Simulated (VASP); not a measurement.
Te2Mo, 6 atoms in the cell. The structure is hexagonal, space group P6_3/mmc (No. 194). Conventional cell: a = 3.435 Å, b = 3.435 Å, c = 13.343 Å, α = 90.00°, β = 90.00°, γ = 120.00°. Te (site symmetry 3m) has 3 Mo at 2.68 Å and 6 Te at 3.44 Å within 3.5 Å. Within 3.5 Å of Mo (site symmetry -6m2) lie 6 Te at 2.68 Å and 6 Mo at 3.44 Å.  This cell differs from its parent crystal: volume scaled by 0.94.

```yaml
Program: VASP 6.6.1
Task: relaxation of shape and atoms at fixed volume
Functional: PBE
Dispersion: D3(BJ)
Potentials_or_basis: VASP PAW PBE potentials, release 64 (Te, Mo_sv)
Cutoff: 600 eV
k_mesh: 9 × 9 × 2
Occupations: gaussian, width 0.02 eV
Spin: no spin polarisation
Dipole_correction: no
Further_INCAR_settings: ALGO = Normal; EDIFF = 1e-07; IBRION = 2; EDIFFG = -0.01; NSW = 50; ISIF = 4
```

Potentials or basis: VASP PAW PBE potentials, release 64 (Te, Mo_sv).

The run is started by

```sh
$ cat potpaw_PBE.64/Te/POTCAR potpaw_PBE.64/Mo_sv/POTCAR > POTCAR
$ mpirun -np 1 vasp_std > vasp.out
```

Hardware: 1 thread of Oxide Virtual Turin-like Processor, with other jobs on the host.

How long does it take, and how much memory?

It took 6.6 min on 1 thread of Oxide Virtual Turin-like Processor (shared host), peak memory 0.32 GiB. Counts: scf iterations 56, k points 24, ion steps 5.
